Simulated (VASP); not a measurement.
# CdTe (F-43m) in VASP: a series of runs

CdTe is run at these levels: PBE; tasks: single point, relaxation of cell and atoms.

All numbers are computed with VASP 6.6.1; they aren't measurements. Logs are shortened: lines on timing, memory, paths and dates and some standing lists are left out, and cuts for length are marked.

## Step 1: The cell of the first run

Symmetry: F-43m, No. 216, cubic system. Conventional cell: a = 6.345 Å, b = 6.345 Å, c = 6.345 Å, α = 90.00°, β = 90.00°, γ = 90.00°. Cd (site symmetry -43m) has 4 Te at 2.75 Å within 3.6 Å. Within 3.6 Å of Te (site symmetry -43m) lie 4 Cd at 2.75 Å.

## Step 2: Single point, PBE

Contents of INCAR:

```
ALGO = Normal ; EDIFF = 1E-6
ENCUT = 520 ; GGA = PE
ISIF = 2 ; ISMEAR = 0
LASPH = True ; LCHARG = False
LREAL = False ; LWAVE = False
NBANDS = 16 ; NELM = 60
PREC = Accurate ; SIGMA = 0.01
```

Contents of KPOINTS:

```
k-points
0
Gamma
  10 10 10
```

Contents of POSCAR:

```
CdTe
1.0
    0.0000000000      3.1726638577      3.1726638577
    3.1726638577      0.0000000000      3.1726638577
    3.1726638577      3.1726638577      0.0000000000
Cd Te
1 1
Direct
    0.0000000000      0.0000000000      0.0000000000
    0.7500000000      0.7500000000      0.7500000000
```

Potentials or basis: VASP PAW PBE potentials, release 64 (Cd, Te).

Started as:

```console
$ cat potpaw_PBE.64/Cd/POTCAR potpaw_PBE.64/Te/POTCAR > POTCAR
$ mpirun -np 1 vasp_std > vasp.out
```

OUTCAR:

```text
EDIFF = 1E-6
   ENCUT = 520
   GGA = PE
   ISIF = 2
   ISMEAR = 0
   LASPH = True
   LREAL = False
   NELM = 60
   PREC = Accurate

 ion  position               nearest neighbor table
   1  0.000  0.000  0.000-   2 2.75   2 2.75   2 2.75   2 2.75
   2  0.750  0.750  0.750-   1 2.75   1 2.75   1 2.75   1 2.75

  LATTYP: Found a face centered cubic cell.
 ALAT       =     6.3453277154

  Lattice vectors:

 A1 = (   0.0000000000,   3.1726638577,   3.1726638577)
 A2 = (   3.1726638577,   0.0000000000,   3.1726638577)
 A3 = (   3.1726638577,   3.1726638577,   0.0000000000)

Analysis of symmetry for initial positions (statically):
=====================================================================
 Subroutine PRICEL returns:
 Original cell was already a primitive cell.

 Routine SETGRP: Setting up the symmetry group for a
 face centered cubic supercell.

 Subroutine GETGRP returns: Found 24 space group operations
 (whereof 24 operations were pure point group operations)
 out of a pool of 48 trial point group operations.

The static configuration has the point symmetry T_d .

Analysis of symmetry for dynamics (positions and initial velocities):
=====================================================================
 Subroutine PRICEL returns:
 Original cell was already a primitive cell.

 Routine SETGRP: Setting up the symmetry group for a
 face centered cubic supercell.

 Subroutine GETGRP returns: Found 24 space group operations
 (whereof 24 operations were pure point group operations)
 out of a pool of 48 trial point group operations.

The dynamic configuration has the point symmetry T_d .

 Subroutine INISYM returns: Found 24 space group operations
 (whereof 24 operations are pure point group operations),
 and found     1 'primitive' translations

----------------------------------------------------------------------------------------

                                     Primitive cell

  volume of cell :      63.8708

  direct lattice vectors                    reciprocal lattice vectors
     0.000000000  3.172663858  3.172663858    -0.157596273  0.157596273  0.157596273
     3.172663858  0.000000000  3.172663858     0.157596273 -0.157596273  0.157596273
     3.172663858  3.172663858  0.000000000     0.157596273  0.157596273 -0.157596273

  length of vectors
     4.486824256  4.486824256  4.486824256     0.272964752  0.272964752  0.272964752

  position of ions in fractional coordinates (direct lattice)
     0.000000000  0.000000000  0.000000000
     0.750000000  0.750000000  0.750000000

  ion indices of the primitive-cell ions
   primitive index   ion index
                 1           1
                 2           2

----------------------------------------------------------------------------------------

 KPOINTS: k-points

Automatic generation of k-mesh.
 Grid dimensions read from file:
 generate k-points for:   10   10   10

 Generating k-lattice:

  Cartesian coordinates                     Fractional coordinates (reciprocal lattice)
    -0.015759627  0.015759627  0.015759627     0.100000000  0.000000000  0.000000000
     0.015759627 -0.015759627  0.015759627     0.000000000  0.100000000  0.000000000
     0.015759627  0.015759627 -0.015759627     0.000000000  0.000000000  0.100000000

  Length of vectors
     0.027296475  0.027296475  0.027296475

  Shift w.r.t. Gamma in fractional coordinates (k-lattice)
     0.000000000  0.000000000  0.000000000

 Subroutine IBZKPT returns following result:
 ===========================================

 Found     47 irreducible k-points:

 Following reciprocal coordinates:
            Coordinates               Weight
  0.000000  0.000000  0.000000      1.000000
  0.100000  0.000000  0.000000      8.000000
  0.200000  0.000000  0.000000      8.000000
  0.300000  0.000000  0.000000      8.000000
  0.400000  0.000000  0.000000      8.000000
  0.500000  0.000000  0.000000      4.000000
[... 16 lines left out ...]
  0.300000  0.300000  0.000000      6.000000
  0.400000  0.300000  0.000000     24.000000
 [... further k-points ...]
   k-points           NKPTS =     47   k-points in BZ     NKDIM =     47   number of bands    NBANDS=     16
   number of dos      NEDOS =    301   number of ions     NIONS =      2
   total plane-waves  NPLWV =  46656
   dimension x,y,z NGX =    36 NGY =   36 NGZ =   36
   dimension x,y,z NGXF=    72 NGYF=   72 NGZF=   72
   ions per type =               1   1
   NGX,Y,Z   is equivalent  to a cutoff of  13.34, 13.34, 13.34 a.u.
   NGXF,Y,Z  is equivalent  to a cutoff of  26.68, 26.68, 26.68 a.u.
 SYSTEM =  unknown system
   PREC   = accura    normal or accurate (medium, high low for compatibility)
   ISTART =      0    job   : 0-new  1-cont  2-samecut
   ICHARG =      2    charge: 1-file 2-atom 10-const
   ISPIN  =      1    spin polarized calculation?
   LNONCOLLINEAR =      F non collinear calculations
   LSORBIT =      F    spin-orbit coupling
   LASPH  =      T    aspherical Exc in radial PAW
   ENCUT  =  520.0 eV  38.22 Ry    6.18 a.u.   8.34  8.34  8.34*2*pi/ulx,y,z
   NELM   =     60;   NELMIN=  2; NELMDL= -5     # of ELM steps
   EDIFF  = 0.1E-05   stopping-criterion for ELM
   LREAL  =      F    real-space projection
   EDIFFG = 0.1E-04   stopping-criterion for IOM
   NSW    =      0    number of steps for IOM
   IBRION =     -1    ionic relax: 0-MD 1-quasi-New 2-CG
   NFREE  =      0    steps in history (QN), initial steepest desc. (CG)
   ISIF   =      2    stress and relaxation
   ISYM   =      2    0-nonsym 1-usesym 2-fastsym
   POTIM  = 0.5000    time-step for ionic-motion
   TEBEG  =    0.0;   TEEND  =   0.0 temperature during run
   PSTRESS=    0.0 pullay stress
   NELECT =      18.0000    total number of electrons
   NUPDOWN=      -1.0000    fix difference up-down
   EMIN   =  10.00;   EMAX   =-10.00  energy-range for DOS
   EFERMI =   0.00;   METHOD = LEGACY
   ISMEAR =     0;   SIGMA  =   0.01  broadening in eV -4-tet -1-fermi 0-gaus
   EFERMI_NEDOS =   21; number of points for ismear=-14 and -15
   IALGO  =     38    algorithm
   IMIX   =      4    mixing-type and parameters
     AMIX     =   0.40;   BMIX     =  1.00
     AMIX_MAG =   1.60;   BMIX_MAG =  1.00
  volume/ion in A,a.u.               =      31.94       215.51
  Fermi-wavevector in a.u.,A,eV,Ry     =   1.073326  2.028292 15.674299  1.152028
  Thomas-Fermi vector in A             =   2.209122
   LORBIT       =      0    0 simple, 1 ext, 2 COOP (PROOUT), +10 PAW based schemes
   GGA     = PE    functional components
   LHFCALC =     F    Hartree Fock is set to
   AEXX    =    0.0000 exact exchange contribution
   IVDW    =     0    specifies the selected vdW correction
   LEPSILON=     F    determine dielectric tensor
   LRPA    =     F    only Hartree local field effects (RPA)
 non-spin polarized calculation
 Gauss-broadening in eV      SIGMA  =   0.01
  energy-cutoff  :      520.00
  volume of cell :       63.87
 maximum number of plane-waves:      1759
 NGX is ok and might be reduce to    36
   NGX = 17   NGY = 17   NGZ = 17

 number of electron      18.0000003 magnetization

 Free energy of the ion-electron system (eV)
  ---------------------------------------------------
  ext. energy  EPLUGINS =         0.00000000
  ---------------------------------------------------
  free energy    TOTEN  =        -4.66273873 eV

  energy without entropy =       -4.66273873  energy(sigma->0) =       -4.66273873

 E-fermi :   3.0397     XC(G=0):  -8.8704

 val. band max:        2.9487974294   @ k =   0.0000   0.0000   0.0000
 cond. band min:       3.9173851796   @ k =   0.0000   0.0000   0.0000
 fundamental gap:      0.9685877502
 Fermi energy:         3.0396752767

 k-point     1 :       0.0000    0.0000    0.0000
  band No.  band energies     occupation
      1      -8.6108      2.00000
      2      -5.5786      2.00000
      3      -5.5786      2.00000
      4      -5.5786      2.00000
      5      -5.2677      2.00000
      6      -5.2677      2.00000
[... 8 lines left out ...]
     15      12.4160      0.00000
     16      12.4160      0.00000

 k-point     2 :       0.1000    0.0000    0.0000
  band No.  band energies     occupation
      1      -8.5671      2.00000
      2      -5.5699      2.00000
      3      -5.5699      2.00000
      4      -5.5483      2.00000
      5      -5.2686      2.00000
      6      -5.2686      2.00000
[... 8 lines left out ...]
     15      11.7841      0.00000
     16      11.7841      0.00000

 k-point     3 :       0.2000    0.0000    0.0000
  band No.  band energies     occupation
      1      -8.4517      2.00000
      2      -5.5482      2.00000
      3      -5.5482      2.00000
      4      -5.4462      2.00000
      5      -5.2694      2.00000
      6      -5.2694      2.00000
[... 8 lines left out ...]
     15      11.3835      0.00000
     16      11.4229      0.00000

 k-point     4 :       0.3000    0.0000    0.0000
  band No.  band energies     occupation
      1      -8.3090      2.00000
      2      -5.5245      2.00000
      3      -5.5245      2.00000
      4      -5.2666      2.00000
      5      -5.2666      2.00000
      6      -5.2535      2.00000
[... 8 lines left out ...]
     15      11.6591      0.00000
     16      11.6591      0.00000

 k-point     5 :       0.4000    0.0000    0.0000
  band No.  band energies     occupation
      1      -8.1951      2.00000
      2      -5.5085      2.00000
      3      -5.5085      2.00000
      4      -5.2605      2.00000
      5      -5.2605      2.00000
      6      -5.0007      2.00000
[... 8 lines left out ...]
     15      12.5556      0.00000
     16      12.5556      0.00000

 k-point     6 :       0.5000    0.0000    0.0000
  band No.  band energies     occupation
      1      -8.1525      2.00000
      2      -5.5032      2.00000
      3      -5.5032      2.00000
      4      -5.2571      2.00000
      5      -5.2571      2.00000
      6      -4.8613      2.00000
[... 8 lines left out ...]
     15      13.4088      0.00000
     16      13.4088      0.00000

 k-point     7 :       0.1000    0.1000    0.0000
  band No.  band energies     occupation
      1      -8.5525      2.00000
      2      -5.5617      2.00000
      3      -5.5617      2.00000
      4      -5.5488      2.00000
      5      -5.2733      2.00000
      6      -5.2643      2.00000
[... 8 lines left out ...]
     15      11.3496      0.00000
     16      12.5027      0.00000

 k-point     8 :       0.2000    0.1000    0.0000
  band No.  band energies     occupation
      1      -8.4611      2.00000
      2      -5.5465      2.00000
      3      -5.5397      2.00000
      4      -5.4749      2.00000
      5      -5.2762      2.00000
      6      -5.2615      2.00000
[... 8 lines left out ...]
     15      12.0673      0.00000
     16      12.1809      0.00000

 k-point     9 :       0.3000    0.1000    0.0000
  band No.  band energies     occupation
      1      -8.3277      2.00000
      2      -5.5258      2.00000
      3      -5.5145      2.00000
      4      -5.3327      2.00000
      5      -5.2583      2.00000
      6      -5.2537      2.00000
[... 8 lines left out ...]
     15      11.9778      0.00000
     16      12.2495      0.00000
[... 172 lines left out ...]
 k-point    19 :       0.5000    0.2000    0.0000
  band No.  band energies     occupation
      1      -8.1053      2.00000
      2      -5.4794      2.00000
      3      -5.4594      2.00000
      4      -5.3010      2.00000
      5      -5.2522      2.00000
      6      -4.8251      2.00000
[... 8 lines left out ...]
     15      13.4350      0.00000
     16      13.5465      0.00000

 k-point    20 :      -0.4000    0.2000    0.0000
  band No.  band energies     occupation
      1      -8.0969      2.00000
      2      -5.4791      2.00000
      3      -5.4657      2.00000
      4      -5.2821      2.00000
      5      -5.2637      2.00000
      6      -4.7793      2.00000
[... 8 lines left out ...]
     15      12.2700      0.00000
     16      13.2554      0.00000

 k-point    21 :      -0.3000    0.2000    0.0000
  band No.  band energies     occupation
      1      -8.1554      2.00000
      2      -5.4848      2.00000
      3      -5.4844      2.00000
      4      -5.2763      2.00000
      5      -5.2761      2.00000
      6      -4.9573      2.00000
[... 8 lines left out ...]
     15      12.5347      0.00000
     16      13.7043      0.00000

 k-point    22 :      -0.2000    0.2000    0.0000
  band No.  band energies     occupation
      1      -8.2613      2.00000
      2      -5.5124      2.00000
      3      -5.4990      2.00000
      4      -5.2912      2.00000
      5      -5.2810      2.00000
      6      -5.1715      2.00000
[... 8 lines left out ...]
     15      12.7062      0.00000
     16      13.3946      0.00000

 k-point    23 :       0.3000    0.3000    0.0000
  band No.  band energies     occupation
      1      -8.2126      2.00000
      2      -5.4549      2.00000
      3      -5.4549      2.00000
      4      -5.3887      2.00000
      5      -5.2441      2.00000
      6      -5.1514      2.00000
[... 8 lines left out ...]
     15      13.1594      0.00000
     16      14.7546      0.00000

 k-point    24 :       0.4000    0.3000    0.0000
  band No.  band energies     occupation
      1      -8.1250      2.00000
      2      -5.4431      2.00000
      3      -5.4301      2.00000
      4      -5.3689      2.00000
      5      -5.2408      2.00000
      6      -4.9852      2.00000
[... 8 lines left out ...]
     15      13.5936      0.00000
     16      14.9043      0.00000

 [... further k-points ...]

------------------------ aborting loop because EDIFF is reached ----------------------------------------

  FORCE on cell =-STRESS in cart. coord.  units (eV):
  Direction    XX          YY          ZZ          XY          YZ          ZX
  --------------------------------------------------------------------------------------
  -------------------------------------------------------------------------------------
  Total        2.4615123      2.4615123      2.4615123      0.0000000      0.0000000      0.0000000
  in kB       61.7462243     61.7462243     61.7462243      0.0000000      0.0000000      0.0000000
  external PRESSURE =      61.7462243 kB  Pullay stress =       0.0000000 kB

 VOLUME and BASIS-vectors are now :
 -----------------------------------------------------------------------------
  energy-cutoff  :      520.00
  volume of cell :       63.87
      direct lattice vectors                 reciprocal lattice vectors
     0.000000000  3.172663858  3.172663858    -0.157596273  0.157596273  0.157596273
     3.172663858  0.000000000  3.172663858     0.157596273 -0.157596273  0.157596273
     3.172663858  3.172663858  0.000000000     0.157596273  0.157596273 -0.157596273

 POSITION                                       TOTAL-FORCE (eV/Angst)
 -----------------------------------------------------------------------------------
      0.00000      0.00000      0.00000        -0.000000     -0.000000     -0.000000
      4.75900      4.75900      4.75900         0.000000      0.000000      0.000000
 -----------------------------------------------------------------------------------
    total drift:                                0.000000      0.000000      0.000000

  FREE ENERGIE OF THE ION-ELECTRON SYSTEM (eV)
  ---------------------------------------------------
  free  energy   TOTEN  =        -4.6627387322 eV

  energy  without entropy=       -4.6627387322  energy(sigma->0) =       -4.66273873
```

It took 42 s on 1 thread of Intel Xeon Platinum 8488C (Sapphire Rapids), shared host; peak memory 0.23 GiB.

Results:

```yaml
Free_energy: -4.6627 eV
Pressure: 6.2 GPa
Band_gap_on_the_k_mesh: 0.97 eV, direct
```

Caveat: spin-orbit coupling is left out, which moves the levels of the heavy elements.

(Part 1 of 2 ends here.)
